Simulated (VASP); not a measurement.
# Al2O3 (R-3c) in VASP: notebook, part 2 of 2

VASP 6.6.1.

## Step 4: Single point, r2SCAN (epitaxial xy strain +3.0%)

POSCAR reads:

```
Al2O3
1.0
    2.4507422554      1.4149367009      4.2724352151
   -2.4507422554      1.4149367009      4.2724352151
    0.0000000000     -2.8298734017      4.2724352151
Al O
4 6
Direct
    0.8533579846      0.8533579846      0.8533579846
    0.3533579846      0.3533579846      0.3533579846
    0.1466420154      0.1466420154      0.1466420154
    0.6466420154      0.6466420154      0.6466420154
    0.4453317022      0.0546682978      0.7500000000
    0.0546682978      0.7500000000      0.4453317022
    0.5546682978      0.9453317022      0.2500000000
    0.2500000000      0.5546682978      0.9453317022
    0.9453317022      0.2500000000      0.5546682978
    0.7500000000      0.4453317022      0.0546682978
```

INCAR.step1 reads:

```
PREC     = Accurate       # precision mode
ENCUT    = 520            # plane-wave cutoff, eV
ISMEAR   = 0              # smearing method
SIGMA    = 0.01           # smearing width, eV
LREAL    = False          # projectors in reciprocal space
LASPH    = True           # aspherical terms in the spheres
NELM     = 80             # most SCF steps
NBANDS   = 35             # bands
GGA      = PE             # functional
ALGO     = Normal         # electronic algorithm
EDIFF    = 1E-4           # SCF threshold, eV
LWAVE    = True           # write WAVECAR
LCHARG   = False          # write CHGCAR
```

INCAR.step2 reads:

```
PREC     = Accurate       # precision mode
ENCUT    = 520            # plane-wave cutoff, eV
EDIFF    = 1E-6           # SCF threshold, eV
ISMEAR   = 0              # smearing method
SIGMA    = 0.01           # smearing width, eV
LREAL    = False          # projectors in reciprocal space
LASPH    = True           # aspherical terms in the spheres
NELM     = 80             # most SCF steps
ALGO     = Normal         # electronic algorithm
ISIF     = 2              # what is computed and relaxed
LWAVE    = False          # write WAVECAR
LCHARG   = False          # write CHGCAR
METAGGA  = R2SCAN         # meta-GGA
LMIXTAU  = True         
NBANDS   = 35             # bands
ISTART   = 1
```

KPOINTS reads:

```
Automatic mesh
0
Gamma
  6 6 6
```

On the command line:

```console
$ cat potpaw_PBE.64/Al/POTCAR potpaw_PBE.64/O/POTCAR > POTCAR
$ cp INCAR.step1 INCAR
$ mpirun -np 1 vasp_std > vasp.out
$ cp INCAR.step2 INCAR
$ mpirun -np 1 vasp_std > vasp.out
```

It took 4.4 min on 1 thread of AMD EPYC 9R45 (Zen 5), shared host; peak memory 0.25 GiB.

Results (log left out):

| Property | Result |
| --- | --- |
| Free energy | -95.9899 eV |
| Pressure | -11.5 GPa |
| Largest force | 0.015 eV/Å |
| Band gap on the k mesh | 6.20 eV, direct |

Forces in eV/Å, atoms in the order of the input:
```
Al   0.000  0.000 -0.015
Al   0.000  0.000 -0.015
Al   0.000  0.000  0.015
Al   0.000  0.000  0.015
O    0.009  0.000  0.000
O   -0.005 -0.008  0.000
O   -0.009  0.000  0.000
O    0.005 -0.008  0.000
O    0.005  0.008  0.000
O   -0.005  0.008  0.000
```

Stress tensor (GPa, compression positive):
```
-16.92   0.00   0.00
  0.00 -16.92   0.00
  0.00   0.00  -0.53
```

Levels at points of the mesh, in eV from the valence-band top:
```
           k point  band 22  band 23  band 24  band 25  band 26  band 27
(0.00, 0.00, 0.00)    -0.39    -0.39     0.00     6.20     9.17    11.18
(0.50, 0.00, 0.00)    -1.07    -0.42    -0.42     9.47     9.47    10.08
(0.50, 0.50, 0.00)    -1.17    -0.81    -0.40     9.67     9.89    10.08
(0.50, 0.50, 0.50)    -0.74    -0.74    -0.74     8.66     8.66    11.49
```

Caveat: the cell differs from its parent crystal (epitaxial xy strain +3.0%); the PAW data sets were made with another functional, which shifts forces and pressure a little. A k mesh can miss the band edges.

## Step 5: Single point, PBE (epitaxial xy strain -3.0%)

INCAR reads:

```
PREC = Accurate
ENCUT = 520
EDIFF = 1E-7
ISMEAR = -1
SIGMA = 0.02
LREAL = False
LASPH = True
NELM = 80
ALGO = Normal
ISIF = 2
LWAVE = False
LCHARG = False
GGA = PE
NBANDS = 35
```

KPOINTS is that of step 4.

POSCAR reads:

```
Al2O3
1.0
    2.3079805706      1.3325132037      4.3952333052
   -2.3079805706      1.3325132037      4.3952333052
    0.0000000000     -2.6650264074      4.3952333052
Al O
4 6
Direct
    0.8502195985      0.8502195985      0.8502195985
    0.3502195985      0.3502195985      0.3502195985
    0.1497804015      0.1497804015      0.1497804015
    0.6497804015      0.6497804015      0.6497804015
    0.4416689846      0.0583310154      0.7500000000
    0.0583310154      0.7500000000      0.4416689846
    0.5583310154      0.9416689846      0.2500000000
    0.2500000000      0.5583310154      0.9416689846
    0.9416689846      0.2500000000      0.5583310154
    0.7500000000      0.4416689846      0.0583310154
```

On the command line:

```console
$ cat potpaw_PBE.64/Al/POTCAR potpaw_PBE.64/O/POTCAR > POTCAR
$ mpirun -np 1 vasp_std > vasp.out
```

Wall time 1.8 min (1 thread of Intel Xeon 6975P-C, shared host); peak memory 0.26 GiB.

Results (log left out):

```yaml
Free_energy: -74.2539 eV
Pressure: 21.1 GPa
Largest_force: 0.017 eV/Å
Band_gap_on_the_k_mesh: 6.76 eV, direct
```

Forces on the atoms (eV/Å):
```
Al   0.000  0.000  0.016
Al   0.000  0.000  0.016
Al   0.000  0.000 -0.016
Al   0.000  0.000 -0.016
O   -0.017  0.000  0.000
O    0.008  0.014  0.000
O    0.017  0.000  0.000
O   -0.008  0.014  0.000
O   -0.008 -0.014  0.000
O    0.008 -0.014  0.000
```

Stress tensor (GPa, compression positive):
```
27.61  0.00  0.00
 0.00 27.61  0.00
 0.00  0.00  8.03
```

Levels at points of the mesh, in eV from the valence-band top:
```csv
k point,band 20,band 21,band 22,band 23,band 24,band 25,band 26,band 27,band 28,band 29
"(0.00, 0.00, 0.00)",-0.54,-0.54,-0.39,0.00,0.00,6.76,9.82,11.17,11.25,11.25
"(0.50, 0.00, 0.00)",-1.50,-1.05,-1.05,-0.47,-0.47,9.76,9.76,9.99,9.99,12.28
"(0.50, 0.50, 0.00)",-1.50,-1.12,-1.08,-0.98,-0.42,9.92,10.19,10.44,10.80,11.22
"(0.50, 0.50, 0.50)",-2.34,-0.34,-0.34,-0.34,-0.34,9.33,9.33,11.42,11.42,12.77
```

Caveat: the cell differs from its parent crystal (epitaxial xy strain -3.0%).

## Step 6: Single point, PBE (epitaxial xy strain -2.0%)

INCAR reads:

```
SYSTEM = Al2O3
PREC     = Accurate       ! precision mode
ENCUT    = 520            ! plane-wave cutoff, eV
EDIFF    = 1E-7           ! SCF threshold, eV
ISMEAR   = -1             ! smearing method
SIGMA    = 0.02           ! smearing width, eV
LREAL    = .FALSE.        ! projectors in reciprocal space
LASPH    = .TRUE.         ! aspherical terms in the spheres
NELM     = 80             ! most SCF steps
ALGO     = Normal         ! electronic algorithm
ISIF     = 2              ! what is computed and relaxed
LWAVE    = .FALSE.        ! write WAVECAR
LCHARG   = .FALSE.        ! write CHGCAR
GGA      = PE             ! functional
NBANDS   = 35             ! bands
```

KPOINTS reads:

```
regular mesh
0
G
  6 6 6
  0 0 0
```

POSCAR reads:

```
Al2O3
1.0
    2.3317741847      1.3462504533      4.3736774176
   -2.3317741847      1.3462504533      4.3736774176
    0.0000000000     -2.6925009064      4.3736774177
Al O
4 6
Direct
    0.8508069872      0.8508069872      0.8508069872
    0.3508069872      0.3508069872      0.3508069872
    0.1491930128      0.1491930128      0.1491930128
    0.6491930128      0.6491930128      0.6491930128
    0.4423636818      0.0576363182      0.7500000000
    0.0576363182      0.7500000000      0.4423636818
    0.5576363182      0.9423636818      0.2500000000
    0.2500000000      0.5576363182      0.9423636818
    0.9423636818      0.2500000000      0.5576363182
    0.7500000000      0.4423636818      0.0576363182
```

Potentials or basis: VASP PAW PBE potentials, release 64 (Al, O).

On the command line:

```console
$ cat potpaw_PBE.64/Al/POTCAR potpaw_PBE.64/O/POTCAR > POTCAR
$ mpirun -np 1 vasp_std > vasp.out
```

OUTCAR:

```text
SYSTEM = Al2O3
   PREC = Accurate
   ENCUT = 520
   EDIFF = 1E-7
   ISMEAR = -1
   LREAL = .FALSE.
   LASPH = .TRUE.
   NELM = 80
   ISIF = 2
   GGA = PE

 ion  position               nearest neighbor table
   1  0.851  0.851  0.851-   9 1.83   8 1.83   7 1.83  10 1.95   5 1.95   6 1.95   4 2.65   3 2.73
                             3 2.73   3 2.73   4 3.20   4 3.20   4 3.20
   2  0.351  0.351  0.351-  10 1.83   6 1.83   5 1.83   9 1.95   7 1.95   8 1.95   3 2.65   4 2.73
                             4 2.73   4 2.73   3 3.20   3 3.20   3 3.20
   3  0.149  0.149  0.149-   6 1.83  10 1.83   5 1.83   8 1.95   7 1.95   9 1.95   2 2.65   1 2.73
                             1 2.73   1 2.73   2 3.20   2 3.20   2 3.20
   4  0.649  0.649  0.649-   8 1.83   9 1.83   7 1.83   6 1.95   5 1.95  10 1.95   1 2.65   2 2.73
                             2 2.73   2 2.73   1 3.20   1 3.20   1 3.20
   5  0.442  0.058  0.750-   2 1.83   3 1.83   1 1.95   4 1.95
   6  0.058  0.750  0.442-   3 1.83   2 1.83   4 1.95   1 1.95
   7  0.558  0.942  0.250-   1 1.83   4 1.83   3 1.95   2 1.95
   8  0.250  0.558  0.942-   4 1.83   1 1.83   3 1.95   2 1.95
   9  0.942  0.250  0.558-   1 1.83   4 1.83   2 1.95   3 1.95
  10  0.750  0.442  0.058-   2 1.83   3 1.83   1 1.95   4 1.95

  LATTYP: Found a trigonal (rhomboedric) cell.
 ALAT       =     5.1360116126
 COS(alpha) =     0.5877591913

  Lattice vectors:

 A1 = (   2.3317741847,   1.3462504533,   4.3736774176)
 A2 = (  -2.3317741847,   1.3462504533,   4.3736774176)
 A3 = (   0.0000000000,  -2.6925009064,   4.3736774177)

Analysis of symmetry for initial positions (statically):
=====================================================================
 Subroutine PRICEL returns:
 Original cell was already a primitive cell.

 Routine SETGRP: Setting up the symmetry group for a
 trigonal (rhombohedral) supercell.

 Subroutine GETGRP returns: Found 12 space group operations
 (whereof  6 operations were pure point group operations)
 out of a pool of 12 trial point group operations.

The static configuration has the point symmetry S_6 .
 The point group associated with its full space group is D_3d.
[... 154 lines left out ...]
   LORBIT       =      0    0 simple, 1 ext, 2 COOP (PROOUT), +10 PAW based schemes
   GGA     = PE    functional components
   LHFCALC =     F    Hartree Fock is set to
   AEXX    =    0.0000 exact exchange contribution
   IVDW    =     0    specifies the selected vdW correction
   LEPSILON=     F    determine dielectric tensor
   LRPA    =     F    only Hartree local field effects (RPA)
 non-spin polarized calculation
  energy-cutoff  :      520.00
  volume of cell :       82.38
 maximum number of plane-waves:      2238
 NGX is ok and might be reduce to    40
   NGX = 19   NGY = 19   NGZ = 19

 number of electron      48.0000010 magnetization

 Free energy of the ion-electron system (eV)
  ---------------------------------------------------
  ext. energy  EPLUGINS =         0.00000000
  ---------------------------------------------------
  free energy    TOTEN  =       -74.48783400 eV

  energy without entropy =      -74.48783400  energy(sigma->0) =      -74.48783400

 E-fermi :   7.0006     XC(G=0): -11.8379

 val. band max:        6.5429101814   @ k =   0.0000   0.0000   0.0000
 cond. band min:      13.1571302609   @ k =   0.0000   0.0000   0.0000
 fundamental gap:      6.6142200794
 Fermi energy:         7.0005787040

 k-point     1 :       0.0000    0.0000    0.0000
  band No.  band energies     occupation
      1     -13.0077      2.00000
      2     -10.6805      2.00000
      3     -10.2093      2.00000
      4     -10.2093      2.00000
      5      -9.9056      2.00000
      6      -9.9056      2.00000
[... 901 lines left out ...]
     34      20.1190      0.00000
     35      20.4145      0.00000

 [... further k-points ...]
[... 5 lines left out ...]
  --------------------------------------------------------------------------------------
  -------------------------------------------------------------------------------------
  Total       10.5340657     10.5340657      3.9463672      0.0000000     -0.0000000      0.0000000
  in kB      204.8784384    204.8784384     76.7534186      0.0000000     -0.0000000      0.0000000
  external PRESSURE =     162.1700985 kB  Pullay stress =       0.0000000 kB

 VOLUME and BASIS-vectors are now :
 -----------------------------------------------------------------------------
  energy-cutoff  :      520.00
  volume of cell :       82.38
      direct lattice vectors                 reciprocal lattice vectors
     2.331774185  1.346250453  4.373677418     0.214428997  0.123800639  0.076213516
    -2.331774185  1.346250453  4.373677418    -0.214428997  0.123800639  0.076213516
     0.000000000 -2.692500906  4.373677418     0.000000000 -0.247601278  0.076213516

 POSITION                                       TOTAL-FORCE (eV/Angst)
 -----------------------------------------------------------------------------------
      0.00000      0.00000     11.16347         0.000000      0.000000      0.022302
      0.00000      0.00000      4.60295         0.000000      0.000000      0.022302
      0.00000      0.00000      1.95757         0.000000     -0.000000     -0.022302
      0.00000      0.00000      8.51808         0.000000     -0.000000     -0.022302
      0.89710     -1.34625      5.46710        -0.017534     -0.000000      0.000000
     -1.61444     -0.10378      5.46710         0.008767      0.015185     -0.000000
     -0.89710      1.34625      7.65394         0.017534     -0.000000      0.000000
     -0.71734     -1.45003      7.65394        -0.008767      0.015185     -0.000000
      1.61444      0.10378      7.65394        -0.008767     -0.015185      0.000000
      0.71734      1.45003      5.46710         0.008767     -0.015185      0.000000
 -----------------------------------------------------------------------------------
    total drift:                                0.000000     -0.000000      0.000000

  FREE ENERGIE OF THE ION-ELECTRON SYSTEM (eV)
  ---------------------------------------------------
  free  energy   TOTEN  =       -74.4878339952 eV

  energy  without entropy=      -74.4878339952  energy(sigma->0) =      -74.48783400
```

OSZICAR:

```text
N       E                     dE             d eps       ncg     rms          rms(c)
DAV:   1     0.226745939561E+03    0.22675E+03   -0.25556E+04  2240   0.131E+03
DAV:   2    -0.704756001078E+02   -0.29722E+03   -0.28734E+03  2849   0.290E+02
DAV:   3    -0.825376883110E+02   -0.12062E+02   -0.12026E+02  2917   0.591E+01
DAV:   4    -0.826277166484E+02   -0.90028E-01   -0.89982E-01  2792   0.590E+00
DAV:   5    -0.826287969722E+02   -0.10803E-02   -0.10802E-02  2817   0.646E-01    0.179E+01
DAV:   6    -0.744236455971E+02    0.82052E+01   -0.28070E+01  2739   0.285E+01    0.609E+00
DAV:   7    -0.744625976957E+02   -0.38952E-01   -0.97274E-01  2752   0.481E+00    0.332E+00
DAV:   8    -0.744836140876E+02   -0.21016E-01   -0.84309E-02  2655   0.221E+00    0.710E-01
DAV:   9    -0.744872915051E+02   -0.36774E-02   -0.24284E-02  2912   0.846E-01    0.322E-01
DAV:  10    -0.744878603789E+02   -0.56887E-03   -0.70811E-04  2504   0.161E-01    0.688E-02
DAV:  11    -0.744878319016E+02    0.28477E-04   -0.32231E-04  2872   0.102E-01    0.215E-02
DAV:  12    -0.744878344206E+02   -0.25190E-05   -0.17242E-05  2606   0.250E-02    0.515E-03
DAV:  13    -0.744878340774E+02    0.34324E-06   -0.25545E-06  2864   0.891E-03    0.115E-03
DAV:  14    -0.744878339952E+02    0.82181E-07   -0.15911E-07  1976   0.242E-03
   1 F= -.74487834E+02 E0= -.74487834E+02  d E =-.204810E-11
```

stdout:

```text
POSCAR found type information on POSCAR AlO
 POSCAR found :  2 types and      10 ions
 scaLAPACK will be used
 LDA part: xc-table for (Slater+PW92), standard interpolation
 POSCAR, INCAR and KPOINTS ok, starting setup
 FFT: planning ... GRIDC
 FFT: planning ... GRID_SOFT
 FFT: planning ... GRID
 WAVECAR not read
 entering main loop
```

It took 1.8 min on 1 thread of Intel Xeon 6975P-C, shared host; peak memory 0.26 GiB.

What came out:

```yaml
Free_energy: -74.4878 eV
Pressure: 16.2 GPa
Largest_force: 0.022 eV/Å
Band_gap_on_the_k_mesh: 6.61 eV, direct
```

Forces in eV/Å, atoms in the order of the input:
```
Al   0.000  0.000  0.022
Al   0.000  0.000  0.022
Al   0.000  0.000 -0.022
Al   0.000  0.000 -0.022
O   -0.018  0.000  0.000
O    0.009  0.015  0.000
O    0.018  0.000  0.000
O   -0.009  0.015  0.000
O   -0.009 -0.015  0.000
O    0.009 -0.015  0.000
```

Levels at points of the mesh, in eV from the valence-band top:
| k point | band 20 | band 21 | band 22 | band 23 | band 24 | band 25 | band 26 | band 27 | band 28 | band 29 |
| --- | --- | --- | --- | --- | --- | --- | --- | --- | --- | --- |
| (0.00, 0.00, 0.00) | -0.52 | -0.52 | -0.24 | 0.00 | 0.00 | 6.61 | 9.60 | 11.05 | 11.37 | 11.37 |
| (0.50, 0.00, 0.00) | -1.44 | -0.99 | -0.99 | -0.39 | -0.39 | 9.75 | 9.75 | 9.87 | 9.87 | 12.14 |
| (0.50, 0.50, 0.00) | -1.42 | -1.07 | -0.95 | -0.94 | -0.35 | 9.89 | 10.03 | 10.32 | 10.70 | 11.22 |
| (0.50, 0.50, 0.50) | -2.21 | -0.34 | -0.34 | -0.34 | -0.34 | 9.13 | 9.13 | 11.34 | 11.34 | 12.80 |

Caveat: the cell differs from its parent crystal (epitaxial xy strain -2.0%). A k mesh can miss the band edges.

## Step 7: Summary

| level | cell | smearing | gap on the mesh (eV) | pressure (GPa) | largest force (eV/Å) |
| --- | --- | --- | --- | --- | --- |
| r2SCAN | a = 5.127 Å, angles 55.9°, 10 atoms | gaussian 0.01 eV | 6.84 | -4.4 | 0.02 |
| r2SCAN | a = 5.126 Å, angles 56.5°, 10 atoms | gaussian 0.01 eV | 6.52 | -8.1 | 0.02 |
| r2SCAN | a = 5.125 Å, angles 57.1°, 10 atoms | gaussian 0.01 eV | 6.20 | -11.5 | 0.02 |
| PBE | a = 5.140 Å, angles 53.4°, 10 atoms | fermi-dirac 0.02 eV | 6.76 | 21.1 | 0.02 |
| PBE | a = 5.136 Å, angles 54.0°, 10 atoms | fermi-dirac 0.02 eV | 6.61 | 16.2 | 0.02 |

Alike in all rows: task single point; potentials or basis VASP PAW PBE potentials, release 64 (Al, O); no spin polarisation; k mesh 6 × 6 × 6; cutoff (eV) 520.

Caveats: the PAW data sets were made with another functional, which shifts forces and pressure a little (some runs).

Absolute energies hang on the potentials; compare differences alone.
